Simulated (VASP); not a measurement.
# H11C2NO4 in VASP: further runs

Runs on H11C2NO4. Level: PBE+D3(BJ). Tasks: single point, molecular dynamics.

Program: VASP 6.6.1. These are calculated values, not measurements. Logs are shortened: lines on timing, memory, paths and dates and some standing lists are left out, and cuts for length are marked.

### Step 1. The cell of the first run

The cell holds an amorphous packing of atoms, 18 atoms: a = 5.491 Å, b = 5.491 Å, c = 5.491 Å, α = 90.00°, β = 90.00°, γ = 90.00°.

### Step 2. Single point, PBE+D3(BJ)

INCAR reads:

```
ALGO = Normal
EDIFF = 1E-6
ENCUT = 520
GGA = PE
GGA_COMPAT = False
ISIF = 2
ISMEAR = -1
IVDW = 12
LASPH = True
LCHARG = False
LREAL = False
LWAVE = False
NBANDS = 39
NELM = 120
PREC = Accurate
SIGMA = 0.05
```

KPOINTS reads:

```
k-points
0
Gamma
  1 1 1
```

POSCAR reads:

```
H11C2NO4
1.0
    5.4914470000      0.0000000000      0.0000000000
    0.0000000000      5.4914470000      0.0000000000
    0.0000000000      0.0000000000      5.4914470000
O H C N
4 11 2 1
Direct
    0.5898081143      0.3780788561      0.8979418357
    0.2980088855      0.6740117860      0.1286910354
    0.8941541273      0.8144119391      0.8849762185
    0.5284581641      1.0772206306      0.2994656964
    0.5203182331      0.3515648972      0.7330854691
    0.4920743112      0.4936403829      0.9812532107
    0.1449344772      0.7017276139      0.0445784144
    0.3414582714      0.8376298633      0.2013859007
    0.9499864061      0.9167529068      0.7484730345
    0.7880982918      0.6754868070      0.8322032426
    0.5982211974      1.1575091228      0.1589380722
    0.6257002936      0.9325228851      0.3497438835
    0.9762818434      0.1013940406      0.4044835542
    1.2002665236      0.3339374850      0.3362501723
    1.1106908616      0.2929828878      0.6292512702
    1.0460630868      0.2950952636      0.4470224332
    0.8614851423      0.4697851040      0.4254798417
    0.7510952942      0.6500836665      0.4182504174
```

Potentials or basis: VASP PAW PBE potentials, release 64 (O, H, C, N).

Run with:

```sh
$ cat potpaw_PBE.64/O/POTCAR potpaw_PBE.64/H/POTCAR potpaw_PBE.64/C/POTCAR potpaw_PBE.64/N/POTCAR > POTCAR
$ mpirun -np 1 vasp_gam > vasp.out
```

OUTCAR:

```text
EDIFF = 1E-6
   ENCUT = 520
   GGA = PE
   ISIF = 2
   ISMEAR = -1
   IVDW = 12
   LASPH = True
   LREAL = False
   NELM = 120
   PREC = Accurate
 IVDW          = 12

 ion  position               nearest neighbor table
   1  0.590  0.378  0.898-   6 0.95   5 0.99
   2  0.298  0.674  0.129-   7 0.97   8 1.01
   3  0.894  0.814  0.885-   9 0.99  10 1.00
   4  0.528  0.077  0.299-  11 0.97  12 1.00
   5  0.520  0.352  0.733-   1 0.99
   6  0.492  0.494  0.981-   1 0.95
   7  0.145  0.702  0.045-   2 0.97
   8  0.341  0.838  0.201-   2 1.01
   9  0.950  0.917  0.748-   3 0.99
  10  0.788  0.675  0.832-   3 1.00
  11  0.598  0.158  0.159-   4 0.97
  12  0.626  0.933  0.350-   4 1.00
  13  0.976  0.101  0.404-  16 1.15
  14  0.200  0.334  0.336-  16 1.06
  15  0.111  0.293  0.629-  16 1.06
  16  0.046  0.295  0.447-  15 1.06  14 1.06  13 1.15  17 1.40
  17  0.861  0.470  0.425-  18 1.16  16 1.40
  18  0.751  0.650  0.418-  17 1.16

  LATTYP: Found a simple cubic cell.
 ALAT       =     5.4914470000

  Lattice vectors:

 A1 = (   5.4914470000,   0.0000000000,   0.0000000000)
 A2 = (   0.0000000000,   5.4914470000,   0.0000000000)
 A3 = (   0.0000000000,   0.0000000000,   5.4914470000)

Analysis of symmetry for initial positions (statically):
=====================================================================
 Subroutine PRICEL returns:
 Original cell was already a primitive cell.

 Routine SETGRP: Setting up the symmetry group for a
 simple cubic supercell.

 Subroutine GETGRP returns: Found  1 space group operations
 (whereof  1 operations were pure point group operations)
 out of a pool of 48 trial point group operations.

The static configuration has the point symmetry C_1 .

Analysis of symmetry for dynamics (positions and initial velocities):
=====================================================================
 Subroutine PRICEL returns:
 Original cell was already a primitive cell.

 Routine SETGRP: Setting up the symmetry group for a
 simple cubic supercell.

 Subroutine GETGRP returns: Found  1 space group operations
 (whereof  1 operations were pure point group operations)
 out of a pool of 48 trial point group operations.

The dynamic configuration has the point symmetry C_1 .

 Subroutine INISYM returns: Found  1 space group operations
 (whereof  1 operations are pure point group operations),
 and found     1 'primitive' translations

----------------------------------------------------------------------------------------

                                     Primitive cell

  volume of cell :     165.6000

  direct lattice vectors                    reciprocal lattice vectors
     5.491447000  0.000000000  0.000000000     0.182101366  0.000000000  0.000000000
     0.000000000  5.491447000  0.000000000     0.000000000  0.182101366  0.000000000
     0.000000000  0.000000000  5.491447000     0.000000000  0.000000000  0.182101366

  length of vectors
     5.491447000  5.491447000  5.491447000     0.182101366  0.182101366  0.182101366

  position of ions in fractional coordinates (direct lattice)
     0.589808114  0.378078856  0.897941836
     0.298008886  0.674011786  0.128691035
     0.894154127  0.814411939  0.884976219
     0.528458164  0.077220631  0.299465696
     0.520318233  0.351564897  0.733085469
     0.492074311  0.493640383  0.981253211
[... 10 lines left out ...]
     0.861485142  0.469785104  0.425479842
     0.751095294  0.650083667  0.418250417

  ion indices of the primitive-cell ions
   primitive index   ion index
                 1           1
                 2           2
                 3           3
                 4           4
                 5           5
                 6           6
[... 10 lines left out ...]
                17          17
                18          18

----------------------------------------------------------------------------------------

 KPOINTS: k-points

Automatic generation of k-mesh.
 Grid dimensions read from file:
 generate k-points for:    1    1    1

 Generating k-lattice:

  Cartesian coordinates                     Fractional coordinates (reciprocal lattice)
     0.182101366  0.000000000  0.000000000     1.000000000  0.000000000  0.000000000
     0.000000000  0.182101366  0.000000000     0.000000000  1.000000000  0.000000000
     0.000000000  0.000000000  0.182101366     0.000000000  0.000000000  1.000000000

  Length of vectors
     0.182101366  0.182101366  0.182101366

  Shift w.r.t. Gamma in fractional coordinates (k-lattice)
     0.000000000  0.000000000  0.000000000

 Subroutine IBZKPT returns following result:
 ===========================================

 Found      1 irreducible k-points:

 Following reciprocal coordinates:
            Coordinates               Weight
  0.000000  0.000000  0.000000      1.000000
   k-points           NKPTS =      1   k-points in BZ     NKDIM =      1   number of bands    NBANDS=     39
   number of dos      NEDOS =    301   number of ions     NIONS =     18
   total plane-waves  NPLWV =  74088
   dimension x,y,z NGX =    42 NGY =   42 NGZ =   42
   dimension x,y,z NGXF=    84 NGYF=   84 NGZF=   84
   ions per type =               4  11   2   1
   NGX,Y,Z   is equivalent  to a cutoff of  12.71, 12.71, 12.71 a.u.
   NGXF,Y,Z  is equivalent  to a cutoff of  25.43, 25.43, 25.43 a.u.
 SYSTEM =  unknown system
   PREC   = accura    normal or accurate (medium, high low for compatibility)
   ISTART =      0    job   : 0-new  1-cont  2-samecut
   ICHARG =      2    charge: 1-file 2-atom 10-const
   ISPIN  =      1    spin polarized calculation?
   LNONCOLLINEAR =      F non collinear calculations
   LSORBIT =      F    spin-orbit coupling
   LASPH  =      T    aspherical Exc in radial PAW
   ENCUT  =  520.0 eV  38.22 Ry    6.18 a.u.  10.21 10.21 10.21*2*pi/ulx,y,z
   NELM   =    120;   NELMIN=  2; NELMDL= -5     # of ELM steps
   EDIFF  = 0.1E-05   stopping-criterion for ELM
   LREAL  =      F    real-space projection
   EDIFFG = 0.1E-04   stopping-criterion for IOM
   NSW    =      0    number of steps for IOM
   IBRION =     -1    ionic relax: 0-MD 1-quasi-New 2-CG
   NFREE  =      0    steps in history (QN), initial steepest desc. (CG)
   ISIF   =      2    stress and relaxation
   ISYM   =      2    0-nonsym 1-usesym 2-fastsym
   POTIM  = 0.5000    time-step for ionic-motion
   TEBEG  =    0.0;   TEEND  =   0.0 temperature during run
   PSTRESS=    0.0 pullay stress
   NELECT =      48.0000    total number of electrons
   NUPDOWN=      -1.0000    fix difference up-down
   EMIN   =  10.00;   EMAX   =-10.00  energy-range for DOS
   EFERMI =   0.00;   METHOD = LEGACY
   ISMEAR =    -1;   SIGMA  =   0.05  broadening in eV -4-tet -1-fermi 0-gaus
   EFERMI_NEDOS =   21; number of points for ismear=-14 and -15
   IALGO  =     38    algorithm
   IMIX   =      4    mixing-type and parameters
     AMIX     =   0.40;   BMIX     =  1.00
     AMIX_MAG =   1.60;   BMIX_MAG =  1.00
  volume/ion in A,a.u.               =       9.20        62.08
  Fermi-wavevector in a.u.,A,eV,Ry     =   1.083432  2.047390 15.970866  1.173826
  Thomas-Fermi vector in A             =   2.219498
   LORBIT       =      0    0 simple, 1 ext, 2 COOP (PROOUT), +10 PAW based schemes
   GGA     = PE    functional components
   LHFCALC =     F    Hartree Fock is set to
   AEXX    =    0.0000 exact exchange contribution
   IVDW    =    12    specifies the selected vdW correction
   LEPSILON=     F    determine dielectric tensor
   LRPA    =     F    only Hartree local field effects (RPA)
 non-spin polarized calculation
  energy-cutoff  :      520.00
  volume of cell :      165.60
 maximum number of plane-waves:      2229
 NGX is ok and might be reduce to    42
   NGX = 21   NGY = 21   NGZ = 21

 number of electron      48.0000001 magnetization

 Free energy of the ion-electron system (eV)
  ---------------------------------------------------
  ext. energy  EPLUGINS =         0.00000000
  ---------------------------------------------------
  free energy    TOTEN  =       -94.81951470 eV

  energy without entropy =      -94.81951470  energy(sigma->0) =      -94.81951470

 E-fermi :  -1.5255     XC(G=0):  -7.4606

 val. band max:       -2.7194527952   @ k =   0.0000   0.0000   0.0000
 cond. band min:       2.2162080893   @ k =   0.0000   0.0000   0.0000
 fundamental gap:      4.9356608844
 Fermi energy:        -1.5255112728

 k-point     1 :       0.0000    0.0000    0.0000
  band No.  band energies     occupation
      1     -21.5736      2.00000
      2     -21.0022      2.00000
      3     -20.8848      2.00000
      4     -20.3619      2.00000
      5     -19.2354      2.00000
      6     -15.5214      2.00000
[... 28 lines left out ...]
     35       8.4083      0.00000
     36       9.0660      0.00000
 [bands above 36 left out]

------------------------ aborting loop because EDIFF is reached ----------------------------------------

 Edisp (eV)   -0.85382

 E8    (eV) :    -0.1889

  FORCE on cell =-STRESS in cart. coord.  units (eV):
  Direction    XX          YY          ZZ          XY          YZ          ZX
  --------------------------------------------------------------------------------------
  -------------------------------------------------------------------------------------
  Total       3.96301    -1.30747     3.18817    -3.41268    -0.14061    -0.37874
  in kB      38.34205   -12.64975    30.84552   -33.01760    -1.36040    -3.66431
  external pressure =       18.85 kB  Pullay stress =        0.00 kB

 VOLUME and BASIS-vectors are now :
 -----------------------------------------------------------------------------
  energy-cutoff  :      520.00
  volume of cell :      165.60
      direct lattice vectors                 reciprocal lattice vectors
     5.491447000  0.000000000  0.000000000     0.182101366  0.000000000  0.000000000
     0.000000000  5.491447000  0.000000000     0.000000000  0.182101366  0.000000000
     0.000000000  0.000000000  5.491447000     0.000000000  0.000000000  0.182101366

 POSITION                                       TOTAL-FORCE (eV/Angst)
 -----------------------------------------------------------------------------------
      3.23890      2.07620      4.93100         1.513927     -1.739263     -2.079344
      1.63650      3.70130      0.70670         0.572437      0.547878      0.758192
      4.91020      4.47230      4.85980         0.045359      0.087738      0.102722
      2.90200      0.42405      1.64450        -0.440604     -0.414822      1.167774
      2.85730      1.93060      4.02570         0.314403      0.127624      0.927806
      2.70220      2.71080      5.38850        -1.706681      1.720533      1.079365
[... 10 lines left out ...]
      4.73080      2.57980      2.33650         0.255070      1.122123     -0.167346
      4.12460      3.56990      2.29680        -0.354285     -0.060994     -0.202051
 -----------------------------------------------------------------------------------
    total drift:                               -0.000393      0.000144     -0.000471

  FREE ENERGIE OF THE ION-ELECTRON SYSTEM (eV)
  ---------------------------------------------------
  free  energy   TOTEN  =       -95.6733379584 eV

  energy  without entropy=      -95.6733379583  energy(sigma->0) =      -95.67333796
```

It took 9.3 s on 1 thread of Intel Xeon 6975P-C (Granite Rapids), shared host; peak memory 0.24 GiB.

Results:

```yaml
Free_energy: -95.6733 eV
Pressure: 1.9 GPa
Largest_force: 3.105 eV/Å
Band_gap_on_the_k_mesh: 4.94 eV
Dispersion_energy_per_atom: -0.047 eV
```

Forces in eV/Å, atoms in the order of the input:
```
O    1.514 -1.739 -2.079
O    0.572  0.548  0.758
O    0.045  0.088  0.103
O   -0.441 -0.415  1.168
H    0.314  0.128  0.928
H   -1.707  1.721  1.079
H   -0.764  0.319 -0.490
H    0.071 -0.747 -0.526
H   -0.622 -0.865  0.294
H    0.519  0.832 -0.056
H    0.227 -0.012 -0.815
H   -0.015  0.330 -0.357
H    0.445  1.014  0.087
H    0.624  0.343 -0.826
H    0.304 -0.011  1.325
C   -0.988 -2.592 -0.224
C    0.255  1.122 -0.167
N   -0.354 -0.061 -0.202
```

Stress tensor (GPa, compression positive):
```
 3.83 -3.30 -0.37
-3.30 -1.26 -0.14
-0.37 -0.14  3.08
```

Levels at points of the mesh, in eV from the valence-band top:
| k point | band 22 | band 23 | band 24 | band 25 | band 26 | band 27 |
| --- | --- | --- | --- | --- | --- | --- |
| (0.00, 0.00, 0.00) | -0.54 | -0.50 | 0.00 | 4.94 | 5.81 | 6.14 |

Caveat: the k points lie up to 1.14 Å⁻¹ apart.

### Step 3. Single point, PBE+D3(BJ)

INCAR is that of step 2.

KPOINTS is that of step 2.

POSCAR reads:

```
H11C2NO4
1.0
    5.4914470000      0.0000000000      0.0000000000
    0.0000000000      5.4914470000      0.0000000000
    0.0000000000      0.0000000000      5.4914470000
O H C N
4 11 2 1
Direct
    0.6042123324      0.3702667075      0.8974319519
    0.2900510558      0.6391757946      0.0976609626
    0.9015838631      0.8295263525      0.8707905221
    0.5284763743      1.0735603931      0.3053111502
    0.5782264675      0.3119760602      0.7378929452
    0.4657606638      0.4812939103      0.9510243839
    0.2141329963      0.7432467253     -0.0232179242
    0.3577199234      0.7491468096      0.2207068556
    0.8525803855      0.8386314208      0.7040403012
    0.8343338286      0.6646881960      0.9142763283
    0.5522588127      1.1391350950      0.1375047415
    0.6253178807      0.9165161751      0.3045281144
    0.9702178679      0.0892842997      0.4736092327
    1.0872179955      0.2520465007      0.2139144746
    1.2041452827      0.3241768517      0.5041112115
    1.0385058801      0.2661775667      0.4079070598
    0.8594820272      0.4495536422      0.4034637865
    0.7139648257      0.6012258700      0.3839971505
```

Potentials or basis: VASP PAW PBE potentials, release 64 (O, H, C, N).

Run with:

```sh
$ cat potpaw_PBE.64/O/POTCAR potpaw_PBE.64/H/POTCAR potpaw_PBE.64/C/POTCAR potpaw_PBE.64/N/POTCAR > POTCAR
$ mpirun -np 1 vasp_gam > vasp.out
```

It took 8.5 s on 1 thread of Intel Xeon 6975P-C (Granite Rapids), shared host; peak memory 0.24 GiB.

Results (log left out):

```
Free energy                : -95.6735 eV
Pressure                   : 1.7 GPa
Largest force              : 1.699 eV/Å
Band gap on the k mesh     : 5.16 eV
Dispersion energy per atom : -0.048 eV
```

Forces on the atoms (eV/Å):
```
O    0.385  0.227  1.364
O   -0.014 -0.204  0.203
O   -0.045 -0.947  0.976
O    0.535 -1.522 -0.533
H   -0.379 -0.388 -1.417
H    0.345 -0.215  0.095
H   -0.831  0.485 -0.239
H    0.089  0.054 -0.143
H   -0.302  0.162 -1.017
H    0.157  0.676 -0.054
H    0.077  0.198  0.352
H   -0.601  1.124  0.145
H    0.079  0.162  0.005
H    0.200 -0.421  0.175
H   -0.158 -0.088  0.020
C    0.613 -0.196 -0.545
C   -0.234  0.175  0.244
N    0.085  0.720  0.369
```

Stress tensor (GPa, compression positive):
```
 2.62 -1.82  1.00
-1.82 -0.03  0.15
 1.00  0.15  2.46
```

Levels at points of the mesh, in eV from the valence-band top:
| k point | band 21 | band 22 | band 23 | band 24 | band 25 | band 26 | band 27 | band 28 |
| --- | --- | --- | --- | --- | --- | --- | --- | --- |
| (0.00, 0.00, 0.00) | -0.75 | -0.40 | -0.30 | 0.00 | 5.16 | 6.07 | 6.31 | 8.31 |

Caveat: the k points lie up to 1.14 Å⁻¹ apart.

(Part 1 of 2 ends here.)
